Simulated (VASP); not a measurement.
Crystal: LiH.

```
Li H
1.0
     0.00000    2.00922    2.00922
     2.00922    0.00000    2.00922
     2.00922    2.00922    0.00000
Li H
1 1
Cartesian
  0.0000 0.0000 0.0000
  2.0092 2.0092 2.0092
```

This cell differs from its parent crystal: volume scaled by 0.96.

Base run:

* Program: VASP 6.6.1
* Functional: PBEsol
* Potentials or basis: VASP PAW PBE potentials, release 64 (Li_sv, H)
* Cutoff: 520 eV
* k mesh: 11 × 11 × 11
* Occupations: fermi-dirac, width 0.05 eV
* Spin: no spin polarisation

Its results: band gap on the k mesh 2.95 eV, direct.

Problem. The run is repeated on the same cell with these changes: functional from PBEsol to HSE06; k mesh from 11 × 11 × 11 to 6 × 6 × 6. What comes out?

Solution. Band gap on the k mesh 3.98 eV, direct.

Several settings changed at once, so the effect can't be laid on one alone.

Caveats: some runs use coarse meshes.

A k mesh can miss the band edges.
